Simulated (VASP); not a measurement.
A run of VASP 6.6.1:

Contents of INCAR:

```
PREC = Accurate ; ENCUT = 520
EDIFF = 1E-7 ; ISMEAR = 0
SIGMA = 0.01 ; LREAL = F
LASPH = T ; NELM = 80
ALGO = Normal ; ISIF = 2
LWAVE = F ; LCHARG = T
GGA = PS ; LELF = T
LVHAR = T ; NBANDS = 16
```

KPOINTS

```
regular mesh
0
Gamma
  8 8 8
```

The input POSCAR:

```
CdS
1.0
    2.9268474932      2.9268474932      0.0000000000
   -2.9268474932      2.9268474932      0.0000000000
    0.0000000000      2.9268474932      2.9035492047
Cd S
1 1
Direct
    0.0000000000      0.0000000000      0.0000000000
    0.7500000000      0.2500000000      0.5000000000
```

Potentials or basis: VASP PAW PBE potentials, release 64 (Cd, S).

Command:

```sh
$ cat potpaw_PBE.64/Cd/POTCAR potpaw_PBE.64/S/POTCAR > POTCAR
$ mpirun -np 1 vasp_std > vasp.out
```

Hardware: 1 thread of Intel(R) Xeon(R) Platinum 8488C (Sapphire Rapids) (shared host).

Problem. How long does it take, and how much memory?

Solution. Run time: 22 s on 1 thread of Intel(R) Xeon(R) Platinum 8488C (Sapphire Rapids), with other jobs on the host, peak memory 0.2 GiB. Counts: scf iterations 15, k points 59.
